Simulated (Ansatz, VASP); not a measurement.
C in VASP and in Ansatz

The input INCAR:

```
  PREC = Accurate
  ENCUT = 520
  EDIFF = 1E-7
  ISMEAR = 0
  SIGMA = 0.01
  LREAL = False
  LASPH = True
  NELM = 80
  ALGO = Normal
  ISIF = 2
  LWAVE = False
  LCHARG = False
  GGA = PE
  NBANDS = 11
```

KPOINTS

```
Automatic mesh
0
Gamma
  10 10 10
```

Contents of POSCAR:

```
C
1.0
    0.0000000000      1.7801241411      1.7801241411
    1.7801241411      0.0000000000      1.7801241411
    1.7801241411      1.7801241411      0.0000000000
C
2
Direct
    0.0000000000      0.0000000000      0.0000000000
    0.2500000000      0.2500000000      0.2500000000
```

Input for Ansatz:

```yaml
crystal:
  lattice:
    - [0.0, 1.7801241411, 1.7801241411]
    - [1.7801241411, 0.0, 1.7801241411]
    - [1.7801241411, 1.7801241411, 0.0]
  atoms:
    - { symbol: C, position: [0.0, 0.0, 0.0] }
    - { symbol: C, position: [0.25, 0.25, 0.25] }
kpoints:
  mp_grid: { grid: [10, 10, 10] }
hamiltonian:
  xc: pbe
scf:
  occupations: { method: fixed }
output:
  optics:
    e_range: [0, 18]
    de: 0.05
    sigma: 0.1
    bands: { spectra_wanted_up_to: 18 }
    scissors: 1.39
```

Alike in both runs: task single point; functional PBE; k mesh 10 × 10 × 10; no spin polarisation.

|  | VASP | Ansatz |
| --- | --- | --- |
| version | VASP 6.6.1 | Ansatz 0.2.0 |
| potentials or method | VASP PAW PBE potentials, release 64 (C) | plane waves, PAW |
| plane-wave cutoff (eV) | 520 | 420 |
| occupations | gaussian, width 0.01 eV | fixed |
| valence electrons in the cell | 8 | 8 |

```tsv
	VASP	Ansatz	Ansatz less VASP
gap on the k mesh at the Fermi level (eV)	4.18	4.19	+0.009
```
